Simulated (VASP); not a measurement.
A run of VASP 6.6.1:

The input INCAR:

```
PREC = Accurate
ENCUT = 520
EDIFF = 1E-6
ISMEAR = 0
SIGMA = 0.05
LREAL = F
LASPH = T
NELM = 150
ALGO = Normal
ISIF = 2
LWAVE = F
LCHARG = F
ISPIN = 2
MAGMOM = 0 0 0 0 0 0 0 0 2
LORBIT = 11
LDIPOL = T
IDIPOL = 3
DIPOL = 0.5 0.5 0.324
GGA = PE
NBANDS = 52
KPAR = 4
```

The input KPOINTS:

```
regular mesh
0
Gamma
  8 5 1
```

POSCAR

```
Ga4CN4
1.0
    3.2186527183      0.0000000000      0.0000000000
    0.0000000000      5.2434880756      0.0000000000
    0.0000000000      0.0000000000     19.1910778357
Ga N C
4 4 1
Direct
    0.0000000000      0.0008659247      0.2084301900
    0.5000000000      0.5008659247      0.2568456576
    0.5000000000      0.9918618151      0.3610150165
    0.0000000000      0.4623164221      0.3897090822
    0.0000000000      0.6241340753      0.2084301900
    0.5000000000      0.1241340753      0.2568456576
    0.5000000000      0.6214454689      0.3602829978
    0.0000000000      0.1155219640      0.4007632037
    0.1666666667      0.2821886307      0.4718730443
```

Potentials or basis: VASP PAW PBE potentials, release 64 (Ga_d, N, C).

The run is started by

```bash
$ cat potpaw_PBE.64/Ga_d/POTCAR potpaw_PBE.64/N/POTCAR potpaw_PBE.64/C/POTCAR > POTCAR
$ mpirun -np 4 vasp_std > vasp.out
```

Hardware: 4 MPI ranks on Intel(R) Xeon(R) Platinum 8375C CPU @ 2.90GHz (Ice Lake), with other jobs on the host.

How long does it take, and how much memory?

Run time: 5.8 min on 4 MPI ranks on Intel(R) Xeon(R) Platinum 8375C CPU @ 2.90GHz (Ice Lake), with other jobs on the host, peak memory 0.81 GiB a rank. Counts: scf iterations 29, k points 21.
